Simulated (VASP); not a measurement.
Crystal: Os.

```xyz
2
Lattice="2.7528 0.0000 0.0000 -1.3764 2.3840 0.0000 0.0000 0.0000 4.3509" Properties=species:S:1:pos:R:3 pbc="T T T"
Os    0.0000    1.5893    1.0877
Os    1.3764    0.7947    3.2631
```

| Property | Result |
| --- | --- |
| Program | VASP 6.6.1 |
| Task | relaxation of cell and atoms |
| Functional | PBEsol |
| Potentials or basis | VASP PAW PBE potentials, release 64 (Os) |
| Cutoff | 600 eV |
| k mesh | 18 × 18 × 10 |
| Occupations | gaussian, width 0.1 eV |
| Spin | no spin polarisation |

At the start: pressure -10.8 GPa; volume 14.28 Å³/atom.

Q: Where does the relaxation end?

A: Over 9 steps the energy falls by 12.6 meV/atom and the volume is 13.91 Å³/atom (-2.6 %); space group P6_3/mmc (No. 194, to 0.05 Å).

The path:
```tsv
step	energy change (eV)	largest force (eV/Å)	pressure (GPa)	volume (Å³)
1	0.0000	0.0000	-10.77	28.55
2	0.5581	0.0000	68.41	24.77
3	-0.0251	0.0000	-0.55	27.86
4	-0.0252	0.0000	-0.20	27.83
5	-0.0252	0.0000	0.07	27.82
6	-0.0252	0.0000	0.10	27.82
7	-0.0252	0.0000	0.09	27.82
8	-0.0252	0.0000	-0.25	27.84
9	-0.0252	0.0000	-0.03	27.82
```

Final structure:
```
Os
1.0
     2.72873    0.00000    0.00000
    -1.36436    2.36315    0.00000
     0.00000    0.00000    4.31478
Os
2
Direct
  0.33333 0.66667 0.25000
  0.66667 0.33333 0.75000
```

Caveat: the PAW data sets were made with another functional, which shifts forces and pressure a little.
